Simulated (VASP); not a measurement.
# NaCl (Fm-3m) in VASP: G0W0 quasiparticle levels with PBE

Aim: the G0W0 quasiparticle levels of NaCl with PBE.

All numbers are computed with VASP 6.6.1; they aren't measurements. Logs are shortened: lines on timing, memory, paths and dates and some standing lists are left out, and cuts for length are marked.

## 1. The cell of the first run

Symmetry: Fm-3m, No. 225, cubic system. Conventional cell: a = 5.605 Å, b = 5.605 Å, c = 5.605 Å, α = 90.00°, β = 90.00°, γ = 90.00°. Na (site symmetry m-3m) has 6 Cl at 2.80 Å within 3.7 Å. Within 3.7 Å of Cl (site symmetry m-3m) lie 6 Na at 2.80 Å.

## 2. G0W0 quasiparticle levels, PBE

Contents of POSCAR:

```
NaCl
1.0
    0.0000000000      2.8027320724      2.8027320724
    2.8027320724      0.0000000000      2.8027320724
    2.8027320724      2.8027320724      0.0000000000
Na Cl
1 1
Direct
    0.0000000000      0.0000000000      0.0000000000
    0.5000000000      0.5000000000      0.5000000000
```

Contents of INCAR.step1:

```
PREC = Accurate
ENCUT = 500
EDIFF = 1E-8
ISMEAR = 0
SIGMA = 0.01
LREAL = False
LASPH = True
NELM = 60
ALGO = Normal
LWAVE = True
LCHARG = False
GGA = PE
```

Contents of INCAR.step2:

```
PREC = Accurate
ENCUT = 500
EDIFF = 1E-8
ISMEAR = 0
SIGMA = 0.01
LREAL = False
LASPH = True
NELM = 1
ALGO = Exact
LWAVE = True
LCHARG = False
GGA = PE
NBANDS = 139
LOPTICS = True
ISTART = 1
```

Contents of INCAR.step3:

```
PREC = Accurate
ENCUT = 500
EDIFF = 1E-8
ISMEAR = 0
SIGMA = 0.01
LREAL = False
LASPH = True
ALGO = EVGW0
LWAVE = False
LCHARG = False
GGA = PE
NELMGW = 1
NBANDS = 139
ENCUTGW = 120.0
NOMEGA = 96
PRECFOCK = Fast
ISTART = 1
NBANDSGW = 16
OMEGAMAX = 20
```

Contents of KPOINTS:

```
Automatic mesh
0
Gamma
  4 4 4
```

Potentials or basis: VASP PAW PBE potentials, release 64 (Na_sv_GW, Cl_GW).

Launch:

```sh
> cat potpaw_PBE.64/Na_sv_GW/POTCAR potpaw_PBE.64/Cl_GW/POTCAR > POTCAR
> cp INCAR.step1 INCAR
> mpirun -np 1 vasp_std > vasp.out
> cp INCAR.step2 INCAR
> mpirun -np 1 vasp_std > vasp.out
> cp INCAR.step3 INCAR
> mpirun -np 1 vasp_std > vasp.out
```

OUTCAR:

```text
PREC = Accurate
   ENCUT = 500
   EDIFF = 1E-8
   ISMEAR = 0
   LREAL = False
   LASPH = True
   GGA = PE
   NELMGW = 1
   ENCUTGW = 120.0
   PRECFOCK = Fast
   ISTART = 1

 ion  position               nearest neighbor table
   1  0.000  0.000  0.000-
   2  0.500  0.500  0.500-

  LATTYP: Found a face centered cubic cell.
 ALAT       =     5.6054641448

  Lattice vectors:

 A1 = (   0.0000000000,   2.8027320724,   2.8027320724)
 A2 = (   2.8027320724,   0.0000000000,   2.8027320724)
 A3 = (   2.8027320724,   2.8027320724,   0.0000000000)

Analysis of symmetry for initial positions (statically):
=====================================================================
 Subroutine PRICEL returns:
 Original cell was already a primitive cell.

 Routine SETGRP: Setting up the symmetry group for a
 face centered cubic supercell.

 Subroutine GETGRP returns: Found 48 space group operations
 (whereof 48 operations were pure point group operations)
 out of a pool of 48 trial point group operations.

The static configuration has the point symmetry O_h .

Analysis of symmetry for dynamics (positions and initial velocities):
=====================================================================
 Subroutine PRICEL returns:
 Original cell was already a primitive cell.

 Routine SETGRP: Setting up the symmetry group for a
 face centered cubic supercell.

 Subroutine GETGRP returns: Found 48 space group operations
 (whereof 48 operations were pure point group operations)
 out of a pool of 48 trial point group operations.

The dynamic configuration has the point symmetry O_h .

 Subroutine INISYM returns: Found 48 space group operations
 (whereof 48 operations are pure point group operations),
 and found     1 'primitive' translations

----------------------------------------------------------------------------------------

                                     Primitive cell

  volume of cell :      44.0326

  direct lattice vectors                    reciprocal lattice vectors
     0.000000000  2.802732072  2.802732072    -0.178397359  0.178397359  0.178397359
     2.802732072  0.000000000  2.802732072     0.178397359 -0.178397359  0.178397359
     2.802732072  2.802732072  0.000000000     0.178397359  0.178397359 -0.178397359

  length of vectors
     3.963661708  3.963661708  3.963661708     0.308993290  0.308993290  0.308993290

  position of ions in fractional coordinates (direct lattice)
     0.000000000  0.000000000  0.000000000
     0.500000000  0.500000000  0.500000000

  ion indices of the primitive-cell ions
   primitive index   ion index
                 1           1
                 2           2

----------------------------------------------------------------------------------------

 KPOINTS: Automatic mesh

Automatic generation of k-mesh.
 Grid dimensions read from file:
 generate k-points for:    4    4    4

 Generating k-lattice:

  Cartesian coordinates                     Fractional coordinates (reciprocal lattice)
    -0.044599340  0.044599340  0.044599340     0.250000000  0.000000000  0.000000000
     0.044599340 -0.044599340  0.044599340     0.000000000  0.250000000  0.000000000
     0.044599340  0.044599340 -0.044599340     0.000000000  0.000000000  0.250000000

  Length of vectors
     0.077248322  0.077248322  0.077248322

  Shift w.r.t. Gamma in fractional coordinates (k-lattice)
     0.000000000  0.000000000  0.000000000

 Subroutine IBZKPT returns following result:
 ===========================================

 Found      8 irreducible k-points:

 Following reciprocal coordinates:
            Coordinates               Weight
  0.000000  0.000000  0.000000      1.000000
  0.250000  0.000000  0.000000      8.000000
  0.500000  0.000000  0.000000      4.000000
  0.250000  0.250000  0.000000      6.000000
  0.500000  0.250000  0.000000     24.000000
 -0.250000  0.250000  0.000000     12.000000
  0.500000  0.500000  0.000000      3.000000
 -0.250000  0.500000  0.250000      6.000000
   k-points           NKPTS =      8   k-points in BZ     NKDIM =     64   number of bands    NBANDS=    139
   number of dos      NEDOS =    301   number of ions     NIONS =      2
   total plane-waves  NPLWV =  27000
   dimension x,y,z NGX =    30 NGY =   30 NGZ =   30
   dimension x,y,z NGXF=    60 NGYF=   60 NGZF=   60
   ions per type =               1   1
   NGX,Y,Z   is equivalent  to a cutoff of  12.58, 12.58, 12.58 a.u.
   NGXF,Y,Z  is equivalent  to a cutoff of  25.17, 25.17, 25.17 a.u.
 SYSTEM =  unknown system
   PREC   = accura    normal or accurate (medium, high low for compatibility)
   ISTART =      1    job   : 0-new  1-cont  2-samecut
   ICHARG =      0    charge: 1-file 2-atom 10-const
   ISPIN  =      1    spin polarized calculation?
   LNONCOLLINEAR =      F non collinear calculations
   LSORBIT =      F    spin-orbit coupling
   LASPH  =      T    aspherical Exc in radial PAW
   ENCUT  =  500.0 eV  36.75 Ry    6.06 a.u.   7.23  7.23  7.23*2*pi/ulx,y,z
   NELM   =     60;   NELMIN=  2; NELMDL=  0     # of ELM steps
   EDIFF  = 0.1E-07   stopping-criterion for ELM
   LREAL  =      F    real-space projection
   EDIFFG = 0.1E-06   stopping-criterion for IOM
   NSW    =      0    number of steps for IOM
   IBRION =     -1    ionic relax: 0-MD 1-quasi-New 2-CG
   NFREE  =      0    steps in history (QN), initial steepest desc. (CG)
   ISIF   =      0    stress and relaxation
   ISYM   =      3    0-nonsym 1-usesym 2-fastsym
   POTIM  = 0.5000    time-step for ionic-motion
   TEBEG  =    0.0;   TEEND  =   0.0 temperature during run
   PSTRESS=    0.0 pullay stress
   NELECT =      16.0000    total number of electrons
   NUPDOWN=      -1.0000    fix difference up-down
   EMIN   =  10.00;   EMAX   =-10.00  energy-range for DOS
   EFERMI =   0.00;   METHOD = LEGACY
   ISMEAR =     0;   SIGMA  =   0.01  broadening in eV -4-tet -1-fermi 0-gaus
   EFERMI_NEDOS =   21; number of points for ismear=-14 and -15
   IALGO  =     38    algorithm
   IMIX   =      4    mixing-type and parameters
     AMIX     =   0.40;   BMIX     =  1.00
     AMIX_MAG =   1.60;   BMIX_MAG =  1.00
  volume/ion in A,a.u.               =      22.02       148.57
  Fermi-wavevector in a.u.,A,eV,Ry     =   1.168216  2.207609 18.568268  1.364729
  Thomas-Fermi vector in A             =   2.304706
   LORBIT       =      0    0 simple, 1 ext, 2 COOP (PROOUT), +10 PAW based schemes
   GGA     = PE    functional components
   LHFCALC =     T    Hartree Fock is set to
   PRECFOCK=fast      Normal, Fast or Accurate (Low or Medium for compatibility)
   ENCUT4O =  -1.0   cutoff for four orbital integrals eV
   NKREDX  =     1    reduce k-point grid by
   NKREDY  =     1    reduce k-point grid by
   NKREDZ  =     1    reduce k-point grid by
   AEXX    =    1.0000 exact exchange contribution
   HFSCREEN=    0.0000 screening length (either q_TF or 0.3 A-1)
   HFSCREENC=   0.0000 screening length for correlation (either q_TF or 0.3 A-1)
   ENCUTFOCK=  -1.0 apply spherical cutoff to Coloumb kernel
   IVDW    =     0    specifies the selected vdW correction
   LEPSILON=     F    determine dielectric tensor
   LRPA    =     F    only Hartree local field effects (RPA)
   LRPAFORCE           =     F    calculate RPA forces
   ENCUTGW             = 120.0    cutoff for response function in eV
   ENCUTGWSOFT         =  96.0    soft cutoff for Coulomb kernel in GW response function in eV
   ENCUTLF             =  -1.0    cutoff for local field effects
   NELMGW              =     1    number of iterations in solving QP/BSE equation
   NELMHF              =     1    number of iterations in the inner HF iteration
   NKREDLFX            =     1    NKREDLFY  =   1   NKREDLFZ  =   1
 non-spin polarized calculation
 Gauss-broadening in eV      SIGMA  =   0.01
  energy-cutoff  :      500.00
  volume of cell :       44.03
 maximum number of plane-waves:      1139
 NGX is ok and might be reduce to    30
  NGX = 16; NGY = 16; NGZ = 16
   NGX = 15   NGY = 15   NGZ = 15
 maximum number of plane-waves:       138

 QP shifts <psi_nk| G(iteration)W_0 |psi_nk>: iteration 1
 for sc-GW calculations column KS-energies equals QP-energies in previous step
 and V_xc(KS)=  KS-energies - (<T + V_ion + V_H > + <T+V_H+V_ion>^1  + <V_x>^1)

 k-point   1 :       0.0000    0.0000    0.0000
  band No.  KS-energies  QP-energies   sigma(KS)   V_xc(KS)     V^pw_x(r,r')   Z            occupation Imag(sigma)

      1     -49.6778     -59.2788     -41.6807     -29.2757     -49.1358       0.7740       2.0000       0.2270
      2     -21.6142     -27.5977     -35.6814     -28.3192     -41.3602       0.8127       2.0000       0.0480
      3     -21.6142     -27.5977     -35.6814     -28.3192     -41.3602       0.8127       2.0000       0.0480
      4     -21.6142     -27.5977     -35.6814     -28.3192     -41.3602       0.8127       2.0000       0.0480
      5     -13.5289     -14.6448     -16.6373     -14.9605     -24.2385       0.6655       2.0000       1.2586
      6      -0.8289      -2.7231     -16.9166     -14.5494     -18.9194       0.8002       2.0000       0.0329
[... 8 lines left out ...]
     15      14.1465      14.4211      -4.9239      -5.2741      -0.9557       0.7841       0.0000      -0.1458
     16      16.4778      17.5174      -7.4220      -8.7266      -3.1167       0.7968       0.0000      -0.2168

 k-point   2 :       0.2500    0.0000    0.0000
  band No.  KS-energies  QP-energies   sigma(KS)   V_xc(KS)     V^pw_x(r,r')   Z            occupation Imag(sigma)

      1     -49.6773     -59.2876     -41.6812     -29.2769     -49.1367       0.7748       2.0000       0.2273
      2     -21.6299     -27.5852     -35.6109     -28.2566     -41.2958       0.8098       2.0000       0.0598
      3     -21.6152     -27.5961     -35.6772     -28.3160     -41.3555       0.8125       2.0000       0.0480
      4     -21.6152     -27.5961     -35.6772     -28.3160     -41.3555       0.8125       2.0000       0.0480
      5     -13.3576     -14.4827     -16.8686     -15.1998     -24.4206       0.6742       2.0000       1.2083
      6      -1.9542      -3.9950     -15.6658     -13.0853     -17.7254       0.7909       2.0000       0.0357
[... 8 lines left out ...]
     15      14.9636      15.8415      -6.5947      -7.7045      -2.4382       0.7910       0.0000      -0.1711
     16      18.1173      18.9774      -6.7280      -7.7743      -2.2546       0.8220       0.0000      -0.4633

 k-point   3 :       0.5000    0.0000    0.0000
  band No.  KS-energies  QP-energies   sigma(KS)   V_xc(KS)     V^pw_x(r,r')   Z            occupation Imag(sigma)

      1     -49.6768     -59.3033     -41.6813     -29.2780     -49.1372       0.7761       2.0000       0.2276
      2     -21.6456     -27.5818     -35.5389     -28.1960     -41.2296       0.8084       2.0000       0.0713
      3     -21.6161     -27.5919     -35.6729     -28.3128     -41.3508       0.8119       2.0000       0.0481
      4     -21.6161     -27.5919     -35.6729     -28.3128     -41.3508       0.8119       2.0000       0.0481
      5     -13.1758     -14.3202     -17.1215     -15.4648     -24.6237       0.6908       2.0000       1.1514
      6      -2.8051      -4.9855     -15.0736     -12.2973     -17.2865       0.7854       2.0000       0.0491
[... 74 lines left out ...]
      1     -49.6765     -59.3335     -41.6811     -29.2787     -49.1370       0.7786       2.0000       0.2272
      2     -21.6357     -27.5881     -35.6063     -28.2459     -41.2787       0.8087       2.0000       0.0502
      3     -21.6225     -27.5901     -35.6531     -28.2909     -41.3290       0.8106       2.0000       0.0484
      4     -21.6225     -27.5901     -35.6531     -28.2909     -41.3290       0.8106       2.0000       0.0484
      5     -13.1274     -14.2653     -17.0411     -15.4236     -24.5432       0.7035       2.0000       1.1441
      6      -2.5357      -4.7054     -15.4641     -12.6969     -17.6901       0.7841       2.0000       0.0451
[... 8 lines left out ...]
     15      15.8351      17.7077      -9.3902     -11.7513      -5.0003       0.7931       0.0000      -0.1543
     16      15.8351      17.7077      -9.3902     -11.7513      -5.0003       0.7931       0.0000      -0.1543

 k-point   8 :      -0.2500    0.5000    0.2500
  band No.  KS-energies  QP-energies   sigma(KS)   V_xc(KS)     V^pw_x(r,r')   Z            occupation Imag(sigma)

      1     -49.6766     -59.3303     -41.6815     -29.2786     -49.1374       0.7783       2.0000       0.2273
      2     -21.6292     -27.5856     -35.6298     -28.2685     -41.3041       0.8092       2.0000       0.0494
      3     -21.6292     -27.5856     -35.6298     -28.2685     -41.3041       0.8092       2.0000       0.0494
      4     -21.6251     -27.5821     -35.6322     -28.2780     -41.3138       0.8100       2.0000       0.0551
      5     -13.1092     -14.2449     -17.0946     -15.4773     -24.5964       0.7023       2.0000       1.1433
      6      -2.0500      -4.1456     -15.8058     -13.1469     -17.9505       0.7881       2.0000       0.0381
[... 8 lines left out ...]
     15      15.3790      16.9083      -8.3102     -10.2237      -4.0288       0.7992       0.0000      -0.1693
     16      15.8841      17.7860      -9.4794     -11.8716      -5.0695       0.7950       0.0000      -0.1568
```

It took 4.3 min on 1 thread of AMD EPYC 7R43 (Zen 3), shared host; peak memory 0.36 GiB.

What came out:

* Quasiparticle gap: 7.97 eV
* Least direct quasiparticle gap: 7.97 eV
* Band gap of the starting levels on the mesh: 5.19 eV
* Least direct gap of the starting levels on the mesh: 5.19 eV

Caveat: the k points lie up to 0.49 Å⁻¹ apart; bands, screening cutoff and mesh are small and nothing is extrapolated, so the quasiparticle values aren't converged.
